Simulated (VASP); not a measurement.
## Ba: single point with PBEsol

Ba:

```
Ba
1.0
    -2.44422    2.44422    2.44422
     2.44422   -2.44422    2.44422
     2.44422    2.44422   -2.44422
Ba
1
Direct
  0.00000 0.00000 0.00000
```

- Program: VASP 6.6.1
- Task: single point
- Functional: PBEsol
- Potentials or basis: VASP PAW PBE potentials, release 64 (Ba_sv)
- Cutoff: 500 eV
- k mesh: 7 × 7 × 7
- Occupations: methfessel-paxton, width 0.1 eV
- Spin: no spin polarisation
- Dipole correction: no
- Further INCAR settings: ALGO = Normal; EDIFF = 1e-06; NBANDS = 11

```json
{"Pressure": "0.1 GPa", "Band gap on the k mesh": "zero (bands 5 and 6 overlap by 0.78 eV)"}
```

Levels at points of the mesh, in eV from the Fermi level:
| k point | band 3 | band 4 | band 5 | band 6 | band 7 | band 8 |
| --- | --- | --- | --- | --- | --- | --- |
| (0.00, 0.00, 0.00) | -13.53 | -13.53 | -2.72 | 1.98 | 1.98 | 1.98 |

Wall time 8.2 s on 1 thread of Intel(R) Xeon(R) Platinum 8488C (Sapphire Rapids) (shared host), peak memory 0.17 GiB.

Caveat: the PAW data sets were made with another functional, which shifts forces and pressure a little; spin-orbit coupling is left out, which moves the levels of the heavy elements.
